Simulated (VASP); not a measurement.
A run of VASP 6.6.1 is set up as follows.

INCAR

```
SYSTEM = Be3As2
PREC = Accurate
ENCUT = 520
EDIFF = 1E-6
ISMEAR = 0
SIGMA = 0.1
LREAL = .False.
LASPH = .True.
NELM = 100
ALGO = Normal
ISIF = 2
LWAVE = .False.
LCHARG = .False.
GGA = PE
NBANDS = 16
```

Contents of KPOINTS:

```
Automatic mesh
0
Gamma
  12 12 6
  0 0 0
```

File POSCAR:

```
Be3As2
1.0
    3.6280632369      0.0000000000      0.0000000000
   -1.8140316185      3.1419949297      0.0000000000
    0.0000000000      0.0000000000      6.0149915829
Be As
3 2
Direct
    0.6666666667      0.3333333333      0.8915365635
    0.0000000000      0.0000000000      0.5000000000
    0.3333333333      0.6666666667      0.1084634365
    0.3333333333      0.6666666667      0.7321498414
    0.6666666667      0.3333333333      0.2678501586
```

Potentials or basis: VASP PAW PBE potentials, release 64 (Be, As).

Command:

```console
$ cat potpaw_PBE.64/Be/POTCAR potpaw_PBE.64/As/POTCAR > POTCAR
$ mpirun -np 1 vasp_std > vasp.out
```

Q: Predict the largest force.

A: 0.031 eV/Å.

Q: Estimate the band gap on the k mesh.

A: Zero (band 8 reaches 6.19 eV, above the bottom of band 9 at 5.06 eV).

Q: Predict the pressure.

A: 0.3 GPa.

Forces on the atoms (eV/Å):
```
Be   0.000  0.000  0.003
Be   0.000  0.000  0.000
Be   0.000  0.000 -0.003
As   0.000  0.000 -0.031
As   0.000  0.000  0.031
```
